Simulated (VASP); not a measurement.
# HfN in VASP: further runs, part 2 of 2

VASP 6.6.1. The steps go on from the part before.

## (3) Single point, PBE

This run uses another cell than the first one, of 21.48 Å³/atom, 1.019 times its volume.

INCAR

```
PREC = Accurate
ENCUT = 520
EDIFF = 1E-6
ISMEAR = -1
SIGMA = 0.05
LREAL = F
LASPH = T
NELM = 100
ALGO = Normal
ISIF = 2
LWAVE = F
LCHARG = F
GGA = PE
NBANDS = 14
```

KPOINTS

```
Automatic mesh
0
Gamma
  9 9 7
```

POSCAR

```
HfN
1.0
    3.5005449381      0.0000000000      0.0000000000
   -1.7502673710      3.0315536281      0.0000000000
    0.0000000000      0.0000000000      4.0476793747
Hf N
1 1
Direct
    0.0000000000      0.0000000000      0.5000000000
    0.0000000000      0.0000000000      0.0000000000
```

Potentials or basis: VASP PAW PBE potentials, release 64 (Hf_pv, N).

On the command line:

```bash
> cat potpaw_PBE.64/Hf_pv/POTCAR potpaw_PBE.64/N/POTCAR > POTCAR
> mpirun -np 1 vasp_std > vasp.out
```

OUTCAR:

```text
PREC = Accurate
   ENCUT = 520
   EDIFF = 1E-6
   ISMEAR = -1
   LREAL = F
   LASPH = T
   NELM = 100
   ISIF = 2
   GGA = PE

 ion  position               nearest neighbor table
   1  0.000  0.000  0.500-   2 2.02   2 2.02
   2  0.000  0.000  0.000-   1 2.02   1 2.02

  LATTYP: Found a hexagonal cell.
 ALAT       =     3.5005449381
 C/A-ratio  =     1.1562997894

  Lattice vectors:

 A1 = (   3.5005449381,   0.0000000000,   0.0000000000)
 A2 = (  -1.7502673710,   3.0315536281,   0.0000000000)
 A3 = (   0.0000000000,   0.0000000000,   4.0476793747)

Analysis of symmetry for initial positions (statically):
=====================================================================
 Subroutine PRICEL returns:
 Original cell was already a primitive cell.

 Routine SETGRP: Setting up the symmetry group for a
 hexagonal supercell.

 Subroutine GETGRP returns: Found 24 space group operations
 (whereof 24 operations were pure point group operations)
 out of a pool of 24 trial point group operations.

The static configuration has the point symmetry D_6h.

Analysis of symmetry for dynamics (positions and initial velocities):
=====================================================================
 Subroutine PRICEL returns:
 Original cell was already a primitive cell.

 Routine SETGRP: Setting up the symmetry group for a
 hexagonal supercell.

 Subroutine GETGRP returns: Found 24 space group operations
 (whereof 24 operations were pure point group operations)
 out of a pool of 24 trial point group operations.

The dynamic configuration has the point symmetry D_6h.

 Subroutine INISYM returns: Found 24 space group operations
 (whereof 24 operations are pure point group operations),
 and found     1 'primitive' translations

----------------------------------------------------------------------------------------

                                     Primitive cell

  volume of cell :      42.9543
[... 117 lines left out ...]
   IVDW    =     0    specifies the selected vdW correction
   LEPSILON=     F    determine dielectric tensor
   LRPA    =     F    only Hartree local field effects (RPA)
 non-spin polarized calculation
  energy-cutoff  :      520.00
  volume of cell :       42.95
 maximum number of plane-waves:      1179
 NGX is ok and might be reduce to    28
   NGX = 13   NGY = 13   NGZ = 15

 number of electron      15.0000001 magnetization

 Free energy of the ion-electron system (eV)
  ---------------------------------------------------
  ext. energy  EPLUGINS =         0.00000000
  ---------------------------------------------------
  free energy    TOTEN  =       -17.07242859 eV

  energy without entropy =      -17.05730565  energy(sigma->0) =      -17.06486712

 E-fermi :   1.3601     XC(G=0):  -9.4816

 val. band max:        1.3319884102   @ k =   0.2222   0.2222   0.2857
 cond. band min:       1.3604539656   @ k =   0.2222   0.0000   0.0000
 fundamental gap:      0.0284655554
 Fermi energy:         1.3600663382

 k-point     1 :       0.0000    0.0000    0.0000
  band No.  band energies     occupation
      1     -29.1138      2.00000
      2     -29.1138      2.00000
      3     -28.7986      2.00000
      4     -11.6758      2.00000
      5      -1.9035      2.00000
      6       1.2458      1.81532
      7       1.8279      0.00017
      8       1.8279      0.00017
      9       3.1870      0.00000
     10       3.1870      0.00000
     11       5.4799      0.00000
     12       5.4799      0.00000
     13      10.0923      0.00000
     14      10.5059      0.00000
[... 377 lines left out ...]
      1     -29.2624      2.00000
      2     -29.2624      2.00000
      3     -28.7849      2.00000
      4     -10.9911      2.00000
      5      -0.3683      2.00000
      6      -0.3683      2.00000
      7       0.7663      1.99999
      8       2.5791      0.00000
      9       2.5791      0.00000
     10       4.6752      0.00000
     11       4.6752      0.00000
     12       6.0173      0.00000
     13      10.0346      0.00000
     14      10.0346      0.00000

 [... further k-points ...]

------------------------ aborting loop because EDIFF is reached ----------------------------------------

  FORCE on cell =-STRESS in cart. coord.  units (eV):
  Direction    XX          YY          ZZ          XY          YZ          ZX
  --------------------------------------------------------------------------------------
  -------------------------------------------------------------------------------------
  Total       -0.4944400     -0.4944377     -3.0015629     -0.0000008      0.0000000      0.0000000
  in kB      -18.4423889    -18.4423011   -111.9569383     -0.0000310      0.0000000      0.0000000
  external PRESSURE =     -49.6138761 kB  Pullay stress =       0.0000000 kB

 VOLUME and BASIS-vectors are now :
 -----------------------------------------------------------------------------
  energy-cutoff  :      520.00
  volume of cell :       42.95
      direct lattice vectors                 reciprocal lattice vectors
     3.500544938  0.000000000  0.000000000     0.285669808  0.164931453  0.000000000
    -1.750267371  3.031553628  0.000000000     0.000000000  0.329863866  0.000000000
     0.000000000  0.000000000  4.047679375     0.000000000  0.000000000  0.247055141

 POSITION                                       TOTAL-FORCE (eV/Angst)
 -----------------------------------------------------------------------------------
      0.00000      0.00000      2.02384        -0.000000      0.000000      0.000000
      0.00000      0.00000      0.00000         0.000000      0.000000      0.000000
 -----------------------------------------------------------------------------------
    total drift:                               -0.000000     -0.000000      0.000000

  FREE ENERGIE OF THE ION-ELECTRON SYSTEM (eV)
  ---------------------------------------------------
  free  energy   TOTEN  =       -17.0724285940 eV

  energy  without entropy=      -17.0573056464  energy(sigma->0) =      -17.06486712
```

stdout:

```text
POSCAR found type information on POSCAR HfN
 POSCAR found :  2 types and       2 ions
 scaLAPACK will be used
 LDA part: xc-table for (Slater+PW92), standard interpolation
 POSCAR, INCAR and KPOINTS ok, starting setup
 FFT: planning ... GRIDC
 FFT: planning ... GRID_SOFT
 FFT: planning ... GRID
 WAVECAR not read
 entering main loop
```

Wall time 53 s (1 thread of Intel Xeon Platinum 8259CL at 2.50GHz (Skylake/Cascade Lake), shared host); peak memory 0.17 GiB.

Results:

| Quantity | Value |
| --- | --- |
| Free energy | -17.0724 eV |
| Pressure | -5.0 GPa |

Levels at points of the mesh, in eV from the Fermi level:
| k point | band 5 | band 6 | band 7 | band 8 | band 9 | band 10 | band 11 | band 12 |
| --- | --- | --- | --- | --- | --- | --- | --- | --- |
| (0.00, 0.00, 0.00) | -3.26 | -0.11 | 0.47 | 0.47 | 1.83 | 1.83 | 4.12 | 4.12 |

Caveat: spin-orbit coupling is left out, which moves the levels of the heavy elements.

## (4) Single point, PBE (atoms moved at random)

INCAR

```
SYSTEM = HfN
PREC     = Accurate       ! precision mode
ENCUT    = 520            ! plane-wave cutoff, eV
EDIFF    = 1E-6           ! SCF threshold, eV
ISMEAR   = -1             ! smearing method
SIGMA    = 0.05           ! smearing width, eV
LREAL    = .False.        ! projectors in reciprocal space
LASPH    = .True.         ! aspherical terms in the spheres
NELM     = 60             ! most SCF steps
ALGO     = Normal         ! electronic algorithm
ISIF     = 2              ! what is computed and relaxed
LWAVE    = .False.        ! write WAVECAR
LCHARG   = .False.        ! write CHGCAR
GGA      = PE             ! functional
NBANDS   = 14             ! bands
```

KPOINTS

```
Automatic mesh
0
Gamma
  9 9 7
  0 0 0
```

POSCAR

```
HfN
1.0
    3.4332100000      0.0000000000      0.0000000000
   -1.7166000000      2.9732400000      0.0000000000
    0.0000000000      0.0000000000      3.9698200000
Hf N
1 1
Direct
    0.0088460000     -0.0037470000      0.5055830000
   -0.0136070000      0.0014320000     -0.0144150000
```

Potentials or basis: VASP PAW PBE potentials, release 64 (Hf_pv, N).

On the command line:

```bash
> cat potpaw_PBE.64/Hf_pv/POTCAR potpaw_PBE.64/N/POTCAR > POTCAR
> mpirun -np 1 vasp_std > vasp.out
```

OUTCAR:

```text
SYSTEM = HfN
   PREC = Accurate
   ENCUT = 520
   EDIFF = 1E-6
   ISMEAR = -1
   LREAL = .False.
   LASPH = .True.
   NELM = 60
   ISIF = 2
   GGA = PE

 ion  position               nearest neighbor table
   1  0.009  0.996  0.506-   2 1.91   2 2.07
   2  0.986  0.001  0.986-   1 1.91   1 2.07

  LATTYP: Found a hexagonal cell.
 ALAT       =     3.4332100000
 C/A-ratio  =     1.1562997894

  Lattice vectors:

 A1 = (   3.4332100000,   0.0000000000,   0.0000000000)
 A2 = (  -1.7166000000,   2.9732400000,   0.0000000000)
 A3 = (   0.0000000000,   0.0000000000,   3.9698200000)

Analysis of symmetry for initial positions (statically):
=====================================================================
 Subroutine PRICEL returns:
 Original cell was already a primitive cell.

 Routine SETGRP: Setting up the symmetry group for a
 hexagonal supercell.

 Subroutine GETGRP returns: Found  1 space group operations
 (whereof  1 operations were pure point group operations)
 out of a pool of 24 trial point group operations.

The static configuration has the point symmetry C_1 .

Analysis of symmetry for dynamics (positions and initial velocities):
=====================================================================
 Subroutine PRICEL returns:
 Original cell was already a primitive cell.

 Routine SETGRP: Setting up the symmetry group for a
 hexagonal supercell.

 Subroutine GETGRP returns: Found  1 space group operations
 (whereof  1 operations were pure point group operations)
 out of a pool of 24 trial point group operations.

The dynamic configuration has the point symmetry C_1 .

 Subroutine INISYM returns: Found  1 space group operations
 (whereof  1 operations are pure point group operations),
 and found     1 'primitive' translations

----------------------------------------------------------------------------------------

                                     Primitive cell

  volume of cell :      40.5230

  direct lattice vectors                    reciprocal lattice vectors
     3.433210000  0.000000000  0.000000000     0.291272599  0.168166224  0.000000000
[... 118 lines left out ...]
  energy-cutoff  :      520.00
  volume of cell :       40.52
 maximum number of plane-waves:      1119
 NGX is ok and might be reduce to    28
   NGX = 13   NGY = 13   NGZ = 15

 number of electron      15.0000000 magnetization

 Free energy of the ion-electron system (eV)
  ---------------------------------------------------
  ext. energy  EPLUGINS =         0.00000000
  ---------------------------------------------------
  free energy    TOTEN  =       -17.05600356 eV

  energy without entropy =      -17.03893149  energy(sigma->0) =      -17.04746753

 E-fermi :   1.7152     XC(G=0):  -9.7185

 val. band max:        1.7114904291   @ k =   0.0000  -0.2222   0.1429
 cond. band min:       1.7182113155   @ k =   0.0000   0.4444   0.0000
 fundamental gap:      0.0067208864
 Fermi energy:         1.7151549963

 k-point     1 :       0.0000    0.0000    0.0000
  band No.  band energies     occupation
      1     -28.5492      2.00000
      2     -28.5450      2.00000
      3     -28.3699      2.00000
      4     -11.5260      2.00000
      5      -1.7040      2.00000
      6       1.7321      0.83250
      7       2.0880      0.00116
      8       2.0960      0.00098
      9       3.6345      0.00000
     10       3.6358      0.00000
     11       6.1099      0.00000
     12       6.1684      0.00000
     13      10.3036      0.00000
     14      11.6364      0.00000
[... 377 lines left out ...]
      1     -28.7749      2.00000
      2     -28.6241      2.00000
      3     -28.3389      2.00000
      4     -11.1250      2.00000
      5      -0.4521      2.00000
      6       0.7302      2.00000
      7       1.8629      0.09904
      8       2.0941      0.00102
      9       3.5446      0.00000
     10       4.2015      0.00000
     11       5.4735      0.00000
     12       6.9182      0.00000
     13       9.6835      0.00000
     14      12.9360      0.00000

 [... further k-points ...]

------------------------ aborting loop because EDIFF is reached ----------------------------------------

  FORCE on cell =-STRESS in cart. coord.  units (eV):
  Direction    XX          YY          ZZ          XY          YZ          ZX
  --------------------------------------------------------------------------------------
  -------------------------------------------------------------------------------------
  Total        0.1025850      0.1428559      0.7731339      0.0034540      0.0308777     -0.1726118
  in kB        4.0559567      5.6481675     30.5677971      0.1365609      1.2208268     -6.8246433
  external PRESSURE =      13.4239738 kB  Pullay stress =       0.0000000 kB

 VOLUME and BASIS-vectors are now :
 -----------------------------------------------------------------------------
  energy-cutoff  :      520.00
  volume of cell :       40.52
      direct lattice vectors                 reciprocal lattice vectors
     3.433210000  0.000000000  0.000000000     0.291272599  0.168166224  0.000000000
    -1.716600000  2.973240000  0.000000000     0.000000000  0.336333428  0.000000000
     0.000000000  0.000000000  3.969820000     0.000000000  0.000000000  0.251900590

 POSITION                                       TOTAL-FORCE (eV/Angst)
 -----------------------------------------------------------------------------------
     -1.67980      2.96210      2.00707         0.408113     -0.069618     -1.670724
      3.38404      0.00426      3.91260        -0.408113      0.069618      1.670724
 -----------------------------------------------------------------------------------
    total drift:                               -0.000167     -0.000031      0.000560

  FREE ENERGIE OF THE ION-ELECTRON SYSTEM (eV)
  ---------------------------------------------------
  free  energy   TOTEN  =       -17.0560035628 eV

  energy  without entropy=      -17.0389314933  energy(sigma->0) =      -17.04746753
```

Wall time 4.1 min (1 thread of Intel Xeon Platinum 8259CL at 2.50GHz (Skylake/Cascade Lake), shared host); peak memory 0.29 GiB.

What came out:

- Free energy: -17.0560 eV
- Pressure: 1.3 GPa
- Largest force: 1.721 eV/Å

Forces on the atoms (eV/Å):
```
Hf   0.408 -0.070 -1.671
N   -0.408  0.070  1.671
```

Stress tensor (GPa, compression positive):
```
 0.41  0.01 -0.68
 0.01  0.56  0.12
-0.68  0.12  3.06
```

Levels at points of the mesh, in eV from the Fermi level:
```csv
k point,band 5,band 6,band 7,band 8,band 9,band 10,band 11,band 12
"(0.00, 0.00, 0.00)",-3.42,0.02,0.37,0.38,1.92,1.92,4.39,4.45
```

Caveat: the cell differs from its parent crystal (atoms moved at random); spin-orbit coupling is left out, which moves the levels of the heavy elements; forces of over 1 eV/Å act on the atoms, so gaps and moduli don't describe the material at rest.

## (5) Single point, PBE

This run uses another cell than the first one, of 14.60 Å³/atom, 0.693 times its volume.

INCAR

```
SYSTEM = HfN
ALGO = Normal
EDIFF = 1E-6
ENCUT = 520
GGA = PE
ISIF = 2
ISMEAR = -1
LASPH = .TRUE.
LCHARG = .FALSE.
LREAL = .FALSE.
LWAVE = .FALSE.
NBANDS = 14
NELM = 60
PREC = Accurate
SIGMA = 0.05
```

KPOINTS

```
k-points
0
G
  9 9 7
  0 0 0
```

POSCAR

```
HfN
1.0
    2.9182632014     -0.0000024538      0.0000000000
   -1.4591294757      2.5272912943      0.0000000000
    0.0000000000      0.0000000000      3.9578744946
Hf N
1 1
Direct
    0.0000000000      0.0000000000      0.5000000000
    0.0000000000      0.0000000000      0.0000000000
```

On the command line:

```bash
> cat potpaw_PBE.64/Hf_pv/POTCAR potpaw_PBE.64/N/POTCAR > POTCAR
> mpirun -np 1 vasp_std > vasp.out
```

It took 13 s on 1 thread of Intel Xeon 6975P-C, shared host; peak memory 0.16 GiB.

The run converged. Its results:

| Quantity | Value |
| --- | --- |
| Free energy | -16.2910 eV |
| Pressure | 30.3 GPa |

Stress tensor (GPa, compression positive):
```
29.88  0.00  0.00
 0.00 29.88  0.00
 0.00  0.00 31.28
```

Levels at points of the mesh, in eV from the Fermi level:
| k point | band 4 | band 5 | band 6 | band 7 | band 8 | band 9 | band 10 | band 11 |
| --- | --- | --- | --- | --- | --- | --- | --- | --- |
| (0.00, 0.00, 0.00) | -14.28 | -4.52 | -0.55 | 1.11 | 1.11 | 2.13 | 2.13 | 6.10 |

Caveat: spin-orbit coupling is left out, which moves the levels of the heavy elements.

## (6) The runs side by side

| cell | gap on the mesh (eV) | pressure (GPa) |
| --- | --- | --- |
| a = 3.478, b = 3.478, c = 4.022 Å, angles 90.0, 90.0, 120.0°, 2 atoms | none | -3.4 |
| a = 3.501, b = 3.501, c = 4.048 Å, angles 90.0, 90.0, 120.0°, 2 atoms | none | -5.0 |
| a = 3.433, b = 3.433, c = 3.970 Å, angles 90.0, 90.0, 120.0°, 2 atoms | none | 1.3 |
| a = 2.918, b = 2.918, c = 3.958 Å, angles 90.0, 90.0, 120.0°, 2 atoms | none | 30.3 |

Alike in all rows: task single point; level PBE; potentials or basis VASP PAW PBE potentials, release 64 (Hf_pv, N); no spin polarisation; k mesh 9 × 9 × 7; cutoff (eV) 520; smearing fermi-dirac 0.05 eV.

Caveats: spin-orbit coupling is left out, which moves the levels of the heavy elements; forces of over 1 eV/Å act on the atoms, so gaps and moduli don't describe the material at rest (some runs).

Absolute energies hang on the potentials; compare differences alone.
